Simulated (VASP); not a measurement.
Here is a VASP 6.6.1 calculation.

Contents of INCAR:

```
ALGO = Normal
EDIFF = 1E-6
ENCUT = 500
GGA = PE
GGA_COMPAT = False
ISIF = 2
ISMEAR = 0
LASPH = True
LCHARG = False
LREAL = False
LWAVE = False
NBANDS = 13
NELM = 120
PREC = Accurate
SIGMA = 0.1
```

Contents of KPOINTS:

```
k-points
0
Gamma
  6 6 6
```

POSCAR

```
Sn
1.0
    3.4256141042      0.0000000000      0.0000000000
    0.0000000000      3.4256141042      0.0000000000
    0.0000000000      0.0000000000      3.5098695264
Sn
1
Direct
    0.0000000000      0.0000000000      0.0000000000
```

Potentials or basis: VASP PAW PBE potentials, release 64 (Sn_d).

Launch:

```sh
$ cat potpaw_PBE.64/Sn_d/POTCAR > POTCAR
$ mpirun -np 1 vasp_std > vasp.out
```

Problem. Estimate the band gap on the k mesh.

Solution. Zero (bands 7 and 8 overlap by 4.91 eV).

Problem. Estimate the pressure.

Solution. -7.1 GPa.

Stress tensor (GPa, compression positive):
```
-7.00  0.00  0.00
 0.00 -7.00  0.00
 0.00  0.00 -7.25
```

Caveat: the cell stands under tension; spin-orbit coupling is left out, which moves the levels of the heavy elements.
